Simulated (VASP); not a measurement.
**Te: single point with r2SCAN**

The system is Te.

```
Te
1.0
     4.63249    0.00000    0.00000
    -2.31624    4.01185    0.00000
     0.00000    0.00000    5.88690
Te
3
Direct
  0.25359 0.00000 0.33333
  0.00000 0.25359 0.66667
  0.74641 0.74641 0.00000
```

```yaml
Program: VASP 6.6.1
Task: single point
Functional: r2SCAN
Potentials_or_basis: VASP PAW PBE potentials, release 64 (Te)
Cutoff: 550 eV
k_mesh: 8 × 8 × 6
Occupations: gaussian, width 0.6 eV
Spin: no spin polarisation
Dipole_correction: no
Further_INCAR_settings: ALGO = Normal; EDIFF = 1e-06; NBANDS = 16
```

| Item | Value |
| --- | --- |
| Pressure | 0.1 GPa |
| Largest force | 0.055 eV/Å |
| Band gap on the k mesh | 0.78 eV |

Forces on the atoms (eV/Å):
```
Te   0.055  0.000  0.000
Te  -0.028  0.048  0.000
Te  -0.028 -0.048  0.000
```

Stress tensor (GPa, compression positive):
```
0.01 0.00 0.00
0.00 0.01 0.00
0.00 0.00 0.22
```

Levels at points of the mesh, in eV from the valence-band top:
```
           k point  band 5  band 6  band 7  band 8  band 9  band 10  band 11  band 12  band 13  band 14
(0.00, 0.00, 0.00)   -3.00   -3.00   -1.69   -1.69   -0.67     1.24     1.24     1.74     5.44     5.44
(0.50, 0.00, 0.00)   -4.34   -3.41   -3.12   -1.25   -0.92     1.29     1.44     3.76     3.84     7.37
(0.00, 0.00, 0.50)   -2.79   -2.79   -1.36   -1.23   -1.23     0.78     0.86     0.86     4.77     5.84
(0.50, 0.00, 0.50)   -3.81   -3.68   -2.18   -1.81   -0.10     1.18     2.16     2.62     5.14     6.13
```

It took 9.8 min on 1 thread of Intel Xeon 8259CL (shared host), peak memory 0.29 GiB.

Caveat: the PAW data sets were made with another functional, which shifts forces and pressure a little; spin-orbit coupling is left out, which moves the levels of the heavy elements. A k mesh can miss the band edges.
